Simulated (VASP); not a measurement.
# Cu (I4/mmm) in VASP: single point with r2SCAN

Aim: the single point of Cu with r2SCAN.

Program: VASP 6.6.1. These are calculated values, not measurements. Logs are shortened: lines on timing, memory, paths and dates and some standing lists are left out, and cuts for length are marked.

## (1) The cell of the first run

Symmetry: I4/mmm, No. 139, tetragonal system. Conventional cell: a = 3.030 Å, b = 3.030 Å, c = 2.821 Å, α = 90.00°, β = 90.00°, γ = 90.00°. Cu (site symmetry 4/mmm) has 14 Cu at 2.57 to 3.03 Å within 3.4 Å.

## (2) Single point, r2SCAN (strain +0.050 along x and y, +0.025 along z)

The input, POSCAR:

```
Cu
1.0
   -1.5149329860      1.5149329860      1.4104834862
    1.5149329860     -1.5149329860      1.4104834862
    1.5149329860      1.5149329860     -1.4104834862
Cu
1
Direct
    0.0000000000      0.0000000000      0.0000000000
```

The input, INCAR.step1:

```
ALGO     = Normal         # electronic algorithm
EDIFF    = 1E-4           # SCF threshold, eV
ENCUT    = 520            # plane-wave cutoff, eV
GGA      = PE             # functional
ISMEAR   = 0              # smearing method
LASPH    = T              # aspherical terms in the spheres
LCHARG   = F              # write CHGCAR
LREAL    = F              # projectors in reciprocal space
LWAVE    = T              # write WAVECAR
NBANDS   = 12             # bands
NELM     = 60             # most SCF steps
PREC     = Accurate       # precision mode
SIGMA    = 0.15           # smearing width, eV
```

The input, INCAR.step2:

```
ALGO     = Normal         # electronic algorithm
EDIFF    = 1E-7           # SCF threshold, eV
ENCUT    = 520            # plane-wave cutoff, eV
ISIF     = 2              # what is computed and relaxed
ISMEAR   = 0              # smearing method
ISTART   = 1            
LASPH    = T              # aspherical terms in the spheres
LCHARG   = F              # write CHGCAR
LMIXTAU  = T            
LREAL    = F              # projectors in reciprocal space
LWAVE    = F              # write WAVECAR
METAGGA  = R2SCAN         # meta-GGA
NBANDS   = 12             # bands
NELM     = 60             # most SCF steps
PREC     = Accurate       # precision mode
SIGMA    = 0.15           # smearing width, eV
```

The input, KPOINTS:

```
k-points
0
Gamma
  24 24 24
```

Potentials or basis: VASP PAW PBE potentials, release 64 (Cu).

Launch:

```
> cat potpaw_PBE.64/Cu/POTCAR > POTCAR
> cp INCAR.step1 INCAR
> mpirun -np 1 vasp_std > vasp.out
> cp INCAR.step2 INCAR
> mpirun -np 1 vasp_std > vasp.out
```

OUTCAR:

```text
EDIFF = 1E-7
   ENCUT = 520
   ISIF = 2
   ISMEAR = 0
   ISTART = 1
   LASPH = T
   LREAL = F
   METAGGA = R2SCAN
   NELM = 60
   PREC = Accurate

 ion  position               nearest neighbor table
   1  0.000  0.000  0.000-

  LATTYP: Found a body centered tetragonal cell.
 ALAT       =     3.0298659720
 C/A-ratio  =     0.9310533860

  Lattice vectors:

 A1 = (  -1.5149329860,   1.5149329860,   1.4104834862)
 A2 = (   1.5149329860,  -1.5149329860,   1.4104834862)
 A3 = (   1.5149329860,   1.5149329860,  -1.4104834862)

Analysis of symmetry for initial positions (statically):
=====================================================================
 Subroutine PRICEL returns:
 Original cell was already a primitive cell.

 Routine SETGRP: Setting up the symmetry group for a
 body centered tetragonal supercell.

 Subroutine GETGRP returns: Found 16 space group operations
 (whereof 16 operations were pure point group operations)
 out of a pool of 16 trial point group operations.

The static configuration has the point symmetry D_4h.

Analysis of symmetry for dynamics (positions and initial velocities):
=====================================================================
 Subroutine PRICEL returns:
 Original cell was already a primitive cell.

 Routine SETGRP: Setting up the symmetry group for a
 body centered tetragonal supercell.

 Subroutine GETGRP returns: Found 16 space group operations
 (whereof 16 operations were pure point group operations)
 out of a pool of 16 trial point group operations.

The dynamic configuration has the point symmetry D_4h.

 Subroutine INISYM returns: Found 16 space group operations
 (whereof 16 operations are pure point group operations),
 and found     1 'primitive' translations

----------------------------------------------------------------------------------------

                                     Primitive cell

  volume of cell :      12.9484

  direct lattice vectors                    reciprocal lattice vectors
    -1.514932986  1.514932986  1.410483486     0.000000000  0.330047603  0.354488376
     1.514932986 -1.514932986  1.410483486     0.330047603  0.000000000  0.354488376
     1.514932986  1.514932986 -1.410483486     0.330047603  0.330047603  0.000000000

  length of vectors
     2.565055081  2.565055081  2.565055081     0.484348458  0.484348458  0.466757796

  position of ions in fractional coordinates (direct lattice)
     0.000000000  0.000000000  0.000000000

  ion indices of the primitive-cell ions
   primitive index   ion index
                 1           1

----------------------------------------------------------------------------------------

 KPOINTS: k-points

Automatic generation of k-mesh.
 Grid dimensions read from file:
 generate k-points for:   24   24   24

 Generating k-lattice:

  Cartesian coordinates                     Fractional coordinates (reciprocal lattice)
     0.000000000  0.013751983  0.014770349     0.041666667 -0.000000000  0.000000000
     0.013751983  0.000000000  0.014770349    -0.000000000  0.041666667  0.000000000
     0.013751983  0.013751983  0.000000000     0.000000000  0.000000000  0.041666667

  Length of vectors
     0.020181186  0.020181186  0.019448241

  Shift w.r.t. Gamma in fractional coordinates (k-lattice)
     0.000000000  0.000000000  0.000000000

 Subroutine IBZKPT returns following result:
 ===========================================

 Found   1063 irreducible k-points:

 Following reciprocal coordinates:
            Coordinates               Weight
  0.000000  0.000000  0.000000      1.000000
  0.041667 -0.000000  0.000000      8.000000
  0.083333 -0.000000  0.000000      8.000000
  0.125000 -0.000000  0.000000      8.000000
  0.166667 -0.000000  0.000000      8.000000
  0.208333 -0.000000  0.000000      8.000000
[... 16 lines left out ...]
  0.416667  0.041667  0.000000     16.000000
  0.458333  0.041667  0.000000     16.000000
 [... further k-points ...]
   k-points           NKPTS =   1063   k-points in BZ     NKDIM =   1063   number of bands    NBANDS=     12
   number of dos      NEDOS =    301   number of ions     NIONS =      1
   total plane-waves  NPLWV =   8000
   dimension x,y,z NGX =    20 NGY =   20 NGZ =   20
   dimension x,y,z NGXF=    40 NGYF=   40 NGZF=   40
   ions per type =               1
   NGX,Y,Z   is equivalent  to a cutoff of  12.96, 12.96, 12.96 a.u.
   NGXF,Y,Z  is equivalent  to a cutoff of  25.92, 25.92, 25.92 a.u.
 SYSTEM =  unknown system
   PREC   = accura    normal or accurate (medium, high low for compatibility)
   ISTART =      1    job   : 0-new  1-cont  2-samecut
   ICHARG =      0    charge: 1-file 2-atom 10-const
   ISPIN  =      1    spin polarized calculation?
   LNONCOLLINEAR =      F non collinear calculations
   LSORBIT =      F    spin-orbit coupling
   LASPH  =      T    aspherical Exc in radial PAW
   ENCUT  =  520.0 eV  38.22 Ry    6.18 a.u.   4.77  4.77  4.77*2*pi/ulx,y,z
   NELM   =     60;   NELMIN=  2; NELMDL=  0     # of ELM steps
   EDIFF  = 0.1E-06   stopping-criterion for ELM
   LREAL  =      F    real-space projection
   EDIFFG = 0.1E-05   stopping-criterion for IOM
   NSW    =      0    number of steps for IOM
   IBRION =     -1    ionic relax: 0-MD 1-quasi-New 2-CG
   NFREE  =      0    steps in history (QN), initial steepest desc. (CG)
   ISIF   =      2    stress and relaxation
   ISYM   =      2    0-nonsym 1-usesym 2-fastsym
   POTIM  = 0.5000    time-step for ionic-motion
   TEBEG  =    0.0;   TEEND  =   0.0 temperature during run
   PSTRESS=    0.0 pullay stress
   NELECT =      11.0000    total number of electrons
   NUPDOWN=      -1.0000    fix difference up-down
   EMIN   =  10.00;   EMAX   =-10.00  energy-range for DOS
   EFERMI =   0.00;   METHOD = LEGACY
   ISMEAR =     0;   SIGMA  =   0.15  broadening in eV -4-tet -1-fermi 0-gaus
   EFERMI_NEDOS =   21; number of points for ismear=-14 and -15
   IALGO  =     38    algorithm
   IMIX   =      4    mixing-type and parameters
     AMIX     =   0.40;   BMIX     =  1.00
     AMIX_MAG =   1.60;   BMIX_MAG =  1.00
  volume/ion in A,a.u.               =      12.95        87.38
  Fermi-wavevector in a.u.,A,eV,Ry     =   1.550485  2.929991 32.708438  2.404002
  Thomas-Fermi vector in A             =   2.655141
   LORBIT       =      0    0 simple, 1 ext, 2 COOP (PROOUT), +10 PAW based schemes
   METAGGA = R2SCAN    functional components
   LHFCALC =     F    Hartree Fock is set to
   AEXX    =    0.0000 exact exchange contribution
   IVDW    =     0    specifies the selected vdW correction
   LEPSILON=     F    determine dielectric tensor
   LRPA    =     F    only Hartree local field effects (RPA)
 non-spin polarized calculation
 Gauss-broadening in eV      SIGMA  =   0.15
  energy-cutoff  :      520.00
  volume of cell :       12.95
 maximum number of plane-waves:       362
   NGX =  9   NGY =  9   NGZ =  9

 number of electron      11.0000005 magnetization

 Free energy of the ion-electron system (eV)
  ---------------------------------------------------
  ext. energy  EPLUGINS =         0.00000000
  ---------------------------------------------------
  free energy    TOTEN  =       -10.72568152 eV

  energy without entropy =      -10.72121387  energy(sigma->0) =      -10.72344769

 E-fermi :   6.3228     XC(G=0): -13.1378

 val. band max:        6.3222897429   @ k =   0.2917   0.1250   0.0833
 cond. band min:       6.3250887591   @ k =   0.5000   0.1250   0.0417
 fundamental gap:      0.0027990162
 Fermi energy:         6.3228066969

 k-point     1 :       0.0000    0.0000    0.0000
  band No.  band energies     occupation
      1      -2.6346      2.00000
      2       3.2417      2.00000
      3       3.4886      2.00000
      4       3.4888      2.00000
      5       4.1236      2.00000
      6       4.3798      2.00000
      7      30.5178      0.00000
      8      30.5178      0.00000
      9      32.6198      0.00000
     10      33.9530      0.00000
     11      33.9531      0.00000
     12      34.0378      0.00000

 k-point     2 :       0.0417   -0.0000    0.0000
  band No.  band energies     occupation
      1      -2.5676      2.00000
      2       3.2483      2.00000
      3       3.4868      2.00000
      4       3.4928      2.00000
      5       4.1251      2.00000
      6       4.3706      2.00000
      7      30.1619      0.00000
      8      30.2441      0.00000
      9      31.7863      0.00000
     10      33.0330      0.00000
     11      33.3141      0.00000
     12      33.8477      0.00000

 k-point     3 :       0.0833   -0.0000    0.0000
  band No.  band energies     occupation
      1      -2.3676      2.00000
      2       3.2535      2.00000
      3       3.4792      2.00000
      4       3.5199      2.00000
      5       4.1305      2.00000
      6       4.3462      2.00000
      7      28.9898      0.00000
      8      29.6091      0.00000
      9      30.0896      0.00000
     10      31.8318      0.00000
     11      32.5978      0.00000
     12      33.6950      0.00000

 k-point     4 :       0.1250   -0.0000    0.0000
  band No.  band energies     occupation
      1      -2.0383      2.00000
      2       3.2295      2.00000
      3       3.4619      2.00000
      4       3.5973      2.00000
      5       4.1412      2.00000
      6       4.3152      2.00000
      7      26.9236      0.00000
      8      28.8287      0.00000
      9      28.8598      0.00000
     10      30.6673      0.00000
     11      31.8755      0.00000
     12      33.9495      0.00000

 k-point     5 :       0.1667   -0.0000    0.0000
  band No.  band energies     occupation
      1      -1.5871      2.00000
      2       3.1728      2.00000
      3       3.4324      2.00000
      4       3.7277      2.00000
      5       4.1592      2.00000
      6       4.2885      2.00000
      7      24.6377      0.00000
      8      27.8004      0.00000
      9      27.9701      0.00000
     10      29.6583      0.00000
     11      31.2477      0.00000
     12      34.4119      0.00000
[... 228 lines left out ...]
      1       1.1953      2.00000
      2       2.8042      2.00000
      3       3.7983      2.00000
      4       4.2332      2.00000
      5       4.4431      2.00000
      6       4.6702      2.00000
      7      15.0636      0.00000
      8      23.5985      0.00000
      9      24.0146      0.00000
     10      27.6928      0.00000
     11      30.0247      0.00000
     12      36.6406      0.00000

 k-point    22 :       0.3750    0.0417    0.0000
  band No.  band energies     occupation
      1       1.5062      2.00000
      2       2.7424      2.00000
      3       4.1171      2.00000
      4       4.3698      2.00000
      5       4.5349      2.00000
      6       4.9979      2.00000
      7      13.3054      0.00000
      8      23.0527      0.00000
      9      23.5477      0.00000
     10      27.4711      0.00000
     11      29.9175      0.00000
     12      37.4077      0.00000

 k-point    23 :       0.4167    0.0417    0.0000
  band No.  band energies     occupation
      1       1.6455      2.00000
      2       2.6994      2.00000
      3       4.1883      2.00000
      4       4.4519      2.00000
      5       4.7326      2.00000
      6       5.6287      2.00000
      7      11.8131      0.00000
      8      22.6510      0.00000
      9      23.2479      0.00000
     10      27.3316      0.00000
     11      29.8653      0.00000
     12      38.1574      0.00000

 k-point    24 :       0.4583    0.0417    0.0000
  band No.  band energies     occupation
      1       1.6933      2.00000
      2       2.6777      2.00000
      3       4.2140      2.00000
      4       4.4600      2.00000
      5       4.8273      2.00000
      6       6.2369      1.58189
      7      10.8489      0.00000
      8      22.4124      0.00000
      9      23.1149      0.00000
     10      27.2710      0.00000
     11      29.8604      0.00000
     12      38.8434      0.00000

 [... further k-points ...]

------------------------ aborting loop because EDIFF is reached ----------------------------------------

  FORCE on cell =-STRESS in cart. coord.  units (eV):
  Direction    XX          YY          ZZ          XY          YZ          ZX
  --------------------------------------------------------------------------------------
  -------------------------------------------------------------------------------------
  Total       -1.0964347     -1.0964347     -1.1175837      0.0000000      0.0000000      0.0000000
  in kB     -135.6683366   -135.6683366   -138.2852334      0.0000000      0.0000000      0.0000000
  external PRESSURE =    -136.5406355 kB  Pullay stress =       0.0000000 kB

 VOLUME and BASIS-vectors are now :
 -----------------------------------------------------------------------------
  energy-cutoff  :      520.00
  volume of cell :       12.95
      direct lattice vectors                 reciprocal lattice vectors
    -1.514932986  1.514932986  1.410483486     0.000000000  0.330047603  0.354488376
     1.514932986 -1.514932986  1.410483486     0.330047603  0.000000000  0.354488376
     1.514932986  1.514932986 -1.410483486     0.330047603  0.330047603  0.000000000

 POSITION                                       TOTAL-FORCE (eV/Angst)
 -----------------------------------------------------------------------------------
      0.00000      0.00000      0.00000        -0.000000     -0.000000      0.000000
 -----------------------------------------------------------------------------------
    total drift:                                0.000000     -0.000000      0.000000

  FREE ENERGIE OF THE ION-ELECTRON SYSTEM (eV)
  ---------------------------------------------------
  free  energy   TOTEN  =       -10.7256815202 eV

  energy  without entropy=      -10.7212138695  energy(sigma->0) =      -10.72344769
```

Run time: 6.4 min. Hardware: 1 thread of Intel Xeon Platinum 8488C (Sapphire Rapids), shared host; peak memory 0.27 GiB.

Results:

- Free energy: -10.7257 eV
- Pressure: -13.7 GPa
- Band gap on the k mesh: zero (an odd number of electrons rules out a gap without spin polarisation)

Stress tensor (GPa, compression positive):
```
-13.57   0.00   0.00
  0.00 -13.57   0.00
  0.00   0.00 -13.83
```

Caveat: the cell differs from its parent crystal (strain +0.050 along x and y, +0.025 along z); the cell stands under tension; the PAW data sets were made with another functional, which shifts forces and pressure a little.
